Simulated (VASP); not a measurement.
Crystal: PbSe.

```
CELL_PARAMETERS angstrom
-0.02059 3.06811 3.06811
3.06811 -0.02059 3.06811
3.06811 3.06811 -0.02059
ATOMIC_POSITIONS crystal
Pb 0.00000 0.00000 0.00000
Se 0.50000 0.50000 0.50000
```

This cell differs from its parent crystal: strain along [111] -1.0%.

Base run:

```yaml
Program: VASP 6.6.1
Functional: r2SCAN
Potentials_or_basis: VASP PAW PBE potentials, release 64 (Pb_d, Se)
Cutoff: 550 eV
k_mesh: 8 × 8 × 8
Occupations: gaussian, width 0.01 eV
Spin: no spin polarisation
```

Its results: band gap on the k mesh 0.57 eV, indirect (least direct gap 0.63 eV); pressure 0.6 GPa.

The run is repeated on the same cell with these changes: functional from r2SCAN to PBE; cutoff from 550 eV to 500 eV; occupations from gaussian, width 0.01 eV to fermi-dirac, width 0.02 eV. What comes out?

Band gap on the k mesh 0.29 eV, indirect (least direct gap 0.34 eV); pressure 1.4 GPa.

Caveats: spin-orbit coupling is left out, which moves the levels of the heavy elements; the PAW data sets were made with another functional, which shifts forces and pressure a little (some runs).

A k mesh can miss the band edges.
